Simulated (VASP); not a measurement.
TiN: single point with r2SCAN+U

TiN:

```
CELL_PARAMETERS angstrom
0.00000 2.11250 2.11250
2.11250 0.00000 2.11250
2.11250 2.11250 0.00000
ATOMIC_POSITIONS crystal
Ti 0.00000 0.00000 0.00000
N 0.50000 0.50000 0.50000
```

- Program: VASP 6.6.1
- Task: single point
- Functional: r2SCAN
- Potentials or basis: VASP PAW PBE potentials, release 64 (Ti_sv, N)
- Cutoff: 520 eV
- k mesh: 8 × 8 × 8
- Occupations: gaussian, width 0.03 eV
- Spin: collinear spin, ferromagnetic start
- Starting moments: [1.0, 0.0] μB
- Hubbard terms: Ti d U = 3.0 eV
- Dipole correction: no
- Further INCAR settings: ALGO = Normal; EDIFF = 1e-06; NBANDS = 20

| Item | Value |
| --- | --- |
| Pressure | 13.1 GPa |
| Net moment | 0.18 μB per cell |
| Site moments | Ti +0.15; N +0.01 μB |
| Valence electrons inside the program's atomic spheres | Ti 10.29; N 3.83 |

Levels at points of the mesh, in eV from the Fermi level:
Spin up:
```csv
k point,band 6,band 7,band 8,band 9,band 10,band 11,band 12,band 13
"(0.00, 0.00, 0.00)",-2.76,-2.76,-2.76,-0.80,-0.80,-0.80,0.56,0.56
"(0.50, 0.00, 0.00)",-9.01,-6.18,-6.18,1.62,1.62,2.27,5.87,5.89
"(0.50, 0.50, 0.00)",-6.80,-4.05,-4.05,-3.38,1.67,2.33,2.33,3.72
```
Spin down:
| k point | band 6 | band 7 | band 8 | band 9 | band 10 | band 11 |
| --- | --- | --- | --- | --- | --- | --- |
| (0.00, 0.00, 0.00) | -2.75 | -2.75 | -2.75 | -0.45 | -0.45 | -0.45 |
| (0.50, 0.00, 0.00) | -8.90 | -6.13 | -6.13 | 2.00 | 2.00 | 2.60 |
| (0.50, 0.50, 0.00) | -6.75 | -4.02 | -4.02 | -3.07 | 1.76 | 2.74 |

Eigenvalues of the final occupation matrices:
| site | spin | trace | eigenvalues |
| --- | --- | --- | --- |
| site 1 d | 1 | 1.01 | 0.20 0.20 0.21 0.21 0.21 |
| site 1 d | 2 | 0.87 | 0.16 0.16 0.16 0.20 0.20 |

Run time: 81 s on 1 thread of Intel Xeon 6975P-C, on a shared host, peak memory 0.17 GiB.

Caveat: the PAW data sets were made with another functional, which shifts forces and pressure a little. The state reached can hang on the start; a lower one may exist.
